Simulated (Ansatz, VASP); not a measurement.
# One calculation of Be, two programs

```
CELL_PARAMETERS angstrom
3.74681 0.03747 0.03747
0.03747 3.74681 0.03747
0.02281 0.02281 2.28128
ATOMIC_POSITIONS crystal
Be 0.29741 0.29741 0.00000
Be 0.70259 0.70259 0.00000
Be 0.20259 0.79741 0.50000
Be 0.79741 0.20259 0.50000
```

Change from the starting cell: equal xy, yz and zx shear strains of +2 %.

Alike in both runs: task single point; functional PBEsol; k mesh 9 × 9 × 14; occupations fermi-dirac, width 0.05 eV; no spin polarisation.

|  | VASP | Ansatz |
| --- | --- | --- |
| version | VASP 6.6.1 | Ansatz 0.2.0 |
| potentials or method | VASP PAW PBE potentials, release 64 (Be), cutoff 520 eV | all-electron LAPW, scalar-relativistic |

```csv
,VASP,Ansatz,Ansatz less VASP
pressure (GPa),-0.6,-1.1,-0.44
"traceless stress, the component that is largest in VASP (GPa)",-3.43,-3.42,+0.007
rms of the force components (eV/Å),0.025,0.024,-0.0003
```

VASP's potentials were made for PBE, not for PBEsol. Atom by atom the forces differ by 0.002 eV/Å (rms over components). Ansatz ran all-electron here, and VASP with PAW potentials.
